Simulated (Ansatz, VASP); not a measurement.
Two plane-wave programs on Li

The input POSCAR:

```
Li
1.0
    0.0000000000      2.9332963867      2.9332963867
    2.9332963867      0.0000000000      2.9332963867
    2.9332963867      2.9332963867      0.0000000000
Li
2
Direct
   -0.2825000000     -0.0725000000     -0.0725000000
    0.2825000000      0.0725000000      0.0725000000
```

INCAR.step1

```
  PREC = Accurate
  ENCUT = 520
  ISMEAR = -1
  SIGMA = 0.05
  LREAL = F
  LASPH = T
  NELM = 80
  NBANDS = 10
  GGA = PE
  ALGO = Normal
  EDIFF = 1E-4
  LWAVE = T
  LCHARG = F
```

The input INCAR.step2:

```
  PREC = Accurate
  ENCUT = 520
  EDIFF = 1E-6
  ISMEAR = -1
  SIGMA = 0.05
  LREAL = F
  LASPH = T
  NELM = 80
  ALGO = Normal
  ISIF = 2
  LWAVE = F
  LCHARG = F
  METAGGA = R2SCAN
  LMIXTAU = T
  NBANDS = 10
  ISTART = 1
```

KPOINTS

```
Automatic mesh
0
Gamma
  9 9 9
```

Input for Ansatz:

```yaml
crystal:
  lattice:
    - [0.0, 2.9332963867, 2.9332963867]
    - [2.9332963867, 0.0, 2.9332963867]
    - [2.9332963867, 2.9332963867, 0.0]
  atoms:
    - { symbol: Li, position: [-0.2825, -0.0725, -0.0725] }
    - { symbol: Li, position: [0.2825, 0.0725, 0.0725] }
kpoints:
  mp_grid: { grid: [9, 9, 9] }
scf:
  occupations: { method: fermi_dirac, width: 0.05 }
hamiltonian:
  xc: r2scan
  pseudopotentials: { kind: paw, partial_waves: polarizable }
output:
  forces: true
  stress: true
  eigenvalues: true
  write_density: true
  write_potential: true
  elf: true
  volumetric_format: npy
```

Change from the starting cell: shortest bond scaled by 0.58, PAW files, partial_waves polarizable.

Alike in both runs: task single point; functional r2SCAN; k mesh 9 × 9 × 9; occupations fermi-dirac, width 0.05 eV; no spin polarisation.

|  | VASP | Ansatz |
| --- | --- | --- |
| version | VASP 6.6.1 | Ansatz 0.2.0 |
| potentials or method | VASP PAW PBE potentials, release 64 (Li_sv) | PAW with Ansatz's default frozen-core files, scalar-relativistic |
| plane-wave cutoff (eV) | 520 | 500 |
| valence electrons in the cell | 6 | 6 |

Ansatz gave:

| Quantity | Value |
| --- | --- |
| rms of the force components (eV/Å) | 2.614 |

Problem. Which values does VASP return?

Solution. rms of the force components (eV/Å): 2.454.

VASP's potentials were made for PBE, not for r2SCAN. Atom by atom the forces differ by 0.160 eV/Å (rms over components).

Noted on VASP's run: the cutoff is short for stress, so the pressure is rough.
